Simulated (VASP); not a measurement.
# Pd (Pm-3m) in VASP: further runs

Pd is run at these levels: revPBE; tasks: single point, relaxation of cell and atoms.

All numbers are computed with VASP 6.6.1; they aren't measurements. Logs are shortened: lines on timing, memory, paths and dates and some standing lists are left out, and cuts for length are marked.

**1. The cell of the first run**

Symmetry: Pm-3m, No. 221, cubic system. Conventional cell: a = 2.670 Å, b = 2.670 Å, c = 2.670 Å, α = 90.00°, β = 90.00°, γ = 90.00°. Within 3.5 Å of Pd (site symmetry m-3m) lie 6 Pd at 2.67 Å.

**2. Single point, revPBE, collinear spin, ferromagnetic start (volume scaled by 1.04)**

The input, INCAR:

```
PREC = Accurate
ENCUT = 520
EDIFF = 1E-7
ISMEAR = -1
SIGMA = 0.05
LREAL = F
LASPH = T
NELM = 150
ALGO = Normal
ISIF = 2
LWAVE = F
LCHARG = F
ISPIN = 2
MAGMOM = 0.5
LORBIT = 11
LMAXMIX = 4
GGA = RE
NBANDS = 15
```

The input, KPOINTS:

```
Automatic mesh
0
Gamma
  13 13 13
```

The input, POSCAR:

```
Pd
1.0
    2.6701855611      0.0000000000      0.0000000000
    0.0000000000      2.6701855611      0.0000000000
    0.0000000000      0.0000000000      2.6701855611
Pd
1
Direct
    0.0000000000      0.0000000000      0.0000000000
```

Potentials or basis: VASP PAW PBE potentials, release 64 (Pd).

The run is started by

```
$ cat potpaw_PBE.64/Pd/POTCAR > POTCAR
$ mpirun -np 1 vasp_std > vasp.out
```

OUTCAR:

```text
PREC = Accurate
   ENCUT = 520
   EDIFF = 1E-7
   ISMEAR = -1
   LREAL = F
   LASPH = T
   NELM = 150
   ISIF = 2
   ISPIN = 2
   LORBIT = 11
   GGA = RE

 ion  position               nearest neighbor table
   1  0.000  0.000  0.000-

  LATTYP: Found a simple cubic cell.
 ALAT       =     2.6701855611

  Lattice vectors:

 A1 = (   2.6701855611,   0.0000000000,   0.0000000000)
 A2 = (   0.0000000000,   2.6701855611,   0.0000000000)
 A3 = (   0.0000000000,   0.0000000000,   2.6701855611)

Analysis of symmetry for initial positions (statically):
=====================================================================
 Subroutine PRICEL returns:
 Original cell was already a primitive cell.

 Routine SETGRP: Setting up the symmetry group for a
 simple cubic supercell.

 Subroutine GETGRP returns: Found 48 space group operations
 (whereof 48 operations were pure point group operations)
 out of a pool of 48 trial point group operations.

The static configuration has the point symmetry O_h .

Analysis of symmetry for dynamics (positions and initial velocities):
=====================================================================
 Subroutine PRICEL returns:
 Original cell was already a primitive cell.

 Routine SETGRP: Setting up the symmetry group for a
 simple cubic supercell.

 Subroutine GETGRP returns: Found 48 space group operations
 (whereof 48 operations were pure point group operations)
 out of a pool of 48 trial point group operations.

The dynamic configuration has the point symmetry O_h .

Analysis of structural, dynamic, and magnetic symmetry:
=====================================================================
 Subroutine PRICEL returns:
 Original cell was already a primitive cell.

 Routine SETGRP: Setting up the symmetry group for a
 simple cubic supercell.

 Subroutine GETGRP returns: Found 48 space group operations
 (whereof 48 operations were pure point group operations)
 out of a pool of 48 trial point group operations.

The overall configuration has the point symmetry O_h .

 Subroutine INISYM returns: Found 48 space group operations
 (whereof 48 operations are pure point group operations),
 and found     1 'primitive' translations

----------------------------------------------------------------------------------------

                                     Primitive cell

  volume of cell :      19.0381

  direct lattice vectors                    reciprocal lattice vectors
     2.670185561  0.000000000  0.000000000     0.374505808  0.000000000  0.000000000
     0.000000000  2.670185561  0.000000000     0.000000000  0.374505808  0.000000000
     0.000000000  0.000000000  2.670185561     0.000000000  0.000000000  0.374505808

  length of vectors
     2.670185561  2.670185561  2.670185561     0.374505808  0.374505808  0.374505808

  position of ions in fractional coordinates (direct lattice)
     0.000000000  0.000000000  0.000000000

  ion indices of the primitive-cell ions
   primitive index   ion index
                 1           1

----------------------------------------------------------------------------------------

 KPOINTS: Automatic mesh

Automatic generation of k-mesh.
 Grid dimensions read from file:
 generate k-points for:   13   13   13

 Generating k-lattice:

  Cartesian coordinates                     Fractional coordinates (reciprocal lattice)
     0.028808139  0.000000000  0.000000000     0.076923077  0.000000000  0.000000000
     0.000000000  0.028808139  0.000000000     0.000000000  0.076923077  0.000000000
     0.000000000  0.000000000  0.028808139     0.000000000  0.000000000  0.076923077

  Length of vectors
     0.028808139  0.028808139  0.028808139

  Shift w.r.t. Gamma in fractional coordinates (k-lattice)
     0.000000000  0.000000000  0.000000000

 Subroutine IBZKPT returns following result:
 ===========================================

 Found     84 irreducible k-points:

 Following reciprocal coordinates:
            Coordinates               Weight
  0.000000  0.000000  0.000000      1.000000
  0.076923  0.000000  0.000000      6.000000
  0.153846  0.000000  0.000000      6.000000
  0.230769  0.000000  0.000000      6.000000
  0.307692  0.000000  0.000000      6.000000
  0.384615  0.000000  0.000000      6.000000
[... 16 lines left out ...]
  0.307692  0.307692  0.000000     12.000000
  0.384615  0.307692  0.000000     24.000000
 [... further k-points ...]
   k-points           NKPTS =     84   k-points in BZ     NKDIM =     84   number of bands    NBANDS=     15
   number of dos      NEDOS =    301   number of ions     NIONS =      1
   total plane-waves  NPLWV =   8000
   dimension x,y,z NGX =    20 NGY =   20 NGZ =   20
   dimension x,y,z NGXF=    40 NGYF=   40 NGZF=   40
   ions per type =               1
   NGX,Y,Z   is equivalent  to a cutoff of  12.45, 12.45, 12.45 a.u.
   NGXF,Y,Z  is equivalent  to a cutoff of  24.90, 24.90, 24.90 a.u.
 SYSTEM =  unknown system
   PREC   = accura    normal or accurate (medium, high low for compatibility)
   ISTART =      0    job   : 0-new  1-cont  2-samecut
   ICHARG =      2    charge: 1-file 2-atom 10-const
   ISPIN  =      2    spin polarized calculation?
   LNONCOLLINEAR =      F non collinear calculations
   LSORBIT =      F    spin-orbit coupling
   LASPH  =      T    aspherical Exc in radial PAW
   ENCUT  =  520.0 eV  38.22 Ry    6.18 a.u.   4.96  4.96  4.96*2*pi/ulx,y,z
   NELM   =    150;   NELMIN=  2; NELMDL= -5     # of ELM steps
   EDIFF  = 0.1E-06   stopping-criterion for ELM
   LREAL  =      F    real-space projection
   EDIFFG = 0.1E-05   stopping-criterion for IOM
   NSW    =      0    number of steps for IOM
   IBRION =     -1    ionic relax: 0-MD 1-quasi-New 2-CG
   NFREE  =      0    steps in history (QN), initial steepest desc. (CG)
   ISIF   =      2    stress and relaxation
   ISYM   =      2    0-nonsym 1-usesym 2-fastsym
   POTIM  = 0.5000    time-step for ionic-motion
   TEBEG  =    0.0;   TEEND  =   0.0 temperature during run
   PSTRESS=    0.0 pullay stress
   NELECT =      10.0000    total number of electrons
   NUPDOWN=      -1.0000    fix difference up-down
   EMIN   =  10.00;   EMAX   =-10.00  energy-range for DOS
   EFERMI =   0.00;   METHOD = LEGACY
   ISMEAR =    -1;   SIGMA  =   0.05  broadening in eV -4-tet -1-fermi 0-gaus
   EFERMI_NEDOS =   21; number of points for ismear=-14 and -15
   IALGO  =     38    algorithm
   IMIX   =      4    mixing-type and parameters
     AMIX     =   0.40;   BMIX     =  1.00
     AMIX_MAG =   1.60;   BMIX_MAG =  1.00
  volume/ion in A,a.u.               =      19.04       128.48
  Fermi-wavevector in a.u.,A,eV,Ry     =   1.320890  2.496121 23.738778  1.744751
  Thomas-Fermi vector in A             =   2.450684
   LORBIT       =     11    0 simple, 1 ext, 2 COOP (PROOUT), +10 PAW based schemes
   GGA     = RE    functional components
   LHFCALC =     F    Hartree Fock is set to
   AEXX    =    0.0000 exact exchange contribution
   IVDW    =     0    specifies the selected vdW correction
   LEPSILON=     F    determine dielectric tensor
   LRPA    =     F    only Hartree local field effects (RPA)
 spin polarized calculation
  energy-cutoff  :      520.00
  volume of cell :       19.04
 maximum number of plane-waves:       523
 NGX is ok and might be reduce to    20
   NGX =  9   NGY =  9   NGZ =  9

 number of electron      10.0000000 magnetization       0.5000000

 number of electron       9.9999992 magnetization      -0.0043991

 number of electron       9.9999992 magnetization       0.0005043

 Free energy of the ion-electron system (eV)
  ---------------------------------------------------
  ext. energy  EPLUGINS =         0.00000000
  ---------------------------------------------------
  free energy    TOTEN  =        -4.26531237 eV

  energy without entropy =       -4.25228480  energy(sigma->0) =       -4.25879858

 E-fermi :   6.3801     XC(G=0): -11.4288

 val. band max:        6.3800181246   @ k =   0.3846   0.3846   0.2308
 cond. band min:       6.3803236003   @ k =   0.3846   0.3846   0.2308
 fundamental gap:      0.0003054757
 Fermi energy:         6.3800662877

 spin component 1

 k-point     1 :       0.0000    0.0000    0.0000
  band No.  band energies     occupation
      1       0.9205      1.00000
      2       2.3342      1.00000
      3       2.3342      1.00000
      4       6.3545      0.62521
      5       6.3545      0.62521
      6       6.3545      0.62521
      7      22.3788      0.00000
      8      22.3788      0.00000
      9      22.3788      0.00000
     10      28.2776      0.00000
     11      28.2776      0.00000
     12      28.4474      0.00000
     13      33.7048      0.00000
     14      35.6923      0.00000
     15      35.6923      0.00000
[... 397 lines left out ...]
 k-point    24 :       0.3846    0.3077    0.0000
  band No.  band energies     occupation
      1       2.9165      1.00000
      2       3.0938      1.00000
      3       5.3098      1.00000
      4       5.3518      1.00000
      5       5.5942      1.00000
      6       8.0716      0.00000
      7      13.7389      0.00000
      8      18.5731      0.00000
      9      22.8912      0.00000
     10      27.9212      0.00000
     11      29.8841      0.00000
     12      31.1530      0.00000
     13      33.6311      0.00000
     14      33.8100      0.00000
     15      37.1300      0.00000

 [... further k-points ...]

 spin component 2

 k-point     1 :       0.0000    0.0000    0.0000
  band No.  band energies     occupation
      1       0.9205      1.00000
      2       2.3345      1.00000
      3       2.3345      1.00000
      4       6.3549      0.62320
      5       6.3549      0.62320
      6       6.3549      0.62320
      7      22.3789      0.00000
      8      22.3789      0.00000
      9      22.3789      0.00000
     10      28.2776      0.00000
     11      28.2776      0.00000
     12      28.4473      0.00000
     13      33.7055      0.00000
     14      35.6924      0.00000
     15      35.6924      0.00000
[... 397 lines left out ...]
 k-point    24 :       0.3846    0.3077    0.0000
  band No.  band energies     occupation
      1       2.9167      1.00000
      2       3.0940      1.00000
      3       5.3102      1.00000
      4       5.3521      1.00000
      5       5.5946      1.00000
      6       8.0717      0.00000
      7      13.7390      0.00000
      8      18.5732      0.00000
      9      22.8912      0.00000
     10      27.9212      0.00000
     11      29.8841      0.00000
     12      31.1530      0.00000
     13      33.6317      0.00000
     14      33.8101      0.00000
     15      37.1299      0.00000

 [... further k-points ...]

------------------------ aborting loop because EDIFF is reached ----------------------------------------

  FORCE on cell =-STRESS in cart. coord.  units (eV):
  Direction    XX          YY          ZZ          XY          YZ          ZX
  --------------------------------------------------------------------------------------
  -------------------------------------------------------------------------------------
  Total       -0.5043440     -0.5043440     -0.5043440     -0.0000000     -0.0000000      0.0000000
  in kB      -42.4436883    -42.4436883    -42.4436883     -0.0000000     -0.0000000      0.0000000
  external PRESSURE =     -42.4436883 kB  Pullay stress =       0.0000000 kB

 VOLUME and BASIS-vectors are now :
 -----------------------------------------------------------------------------
  energy-cutoff  :      520.00
  volume of cell :       19.04
      direct lattice vectors                 reciprocal lattice vectors
     2.670185561  0.000000000  0.000000000     0.374505808  0.000000000  0.000000000
     0.000000000  2.670185561  0.000000000     0.000000000  0.374505808  0.000000000
     0.000000000  0.000000000  2.670185561     0.000000000  0.000000000  0.374505808

 POSITION                                       TOTAL-FORCE (eV/Angst)
 -----------------------------------------------------------------------------------
      0.00000      0.00000      0.00000         0.000000      0.000000      0.000000
 -----------------------------------------------------------------------------------
    total drift:                               -0.000000      0.000000     -0.000000

  FREE ENERGIE OF THE ION-ELECTRON SYSTEM (eV)
  ---------------------------------------------------
  free  energy   TOTEN  =        -4.2653123709 eV

  energy  without entropy=       -4.2522847952  energy(sigma->0) =       -4.25879858

 total charge

# of ion       s       p       d       tot
------------------------------------------
    1        0.458   0.284   8.508   9.250

 magnetization (x)

# of ion       s       p       d       tot
------------------------------------------
    1        0.000  -0.000   0.000   0.000
```

Run time: 85 s. Hardware: 1 thread of AMD EPYC 7R13, shared host; peak memory 0.12 GiB.

Results:

```
Free energy                                           : -4.2653 eV
Pressure                                              : -4.2 GPa
Band gap on the k mesh                                : zero (filled and empty bands overlap)
Net moment                                            : 0.00 μB per cell
Valence electrons inside the program's atomic spheres : Pd 9.25
```

Levels at points of the mesh, in eV from the Fermi level:
Spin up:
```csv
k point,band 1,band 2,band 3,band 4,band 5,band 6,band 7,band 8,band 9,band 10
"(0.00, 0.00, 0.00)",-5.46,-4.05,-4.05,-0.03,-0.03,-0.03,16.00,16.00,16.00,21.90
```
Spin down:
| k point | band 1 | band 2 | band 3 | band 4 | band 5 | band 6 | band 7 | band 8 | band 9 | band 10 |
| --- | --- | --- | --- | --- | --- | --- | --- | --- | --- | --- |
| (0.00, 0.00, 0.00) | -5.46 | -4.05 | -4.05 | -0.03 | -0.03 | -0.03 | 16.00 | 16.00 | 16.00 | 21.90 |

Caveat: the PAW data sets were made with another functional, which shifts forces and pressure a little.

(Continued in part 2 of 2.)
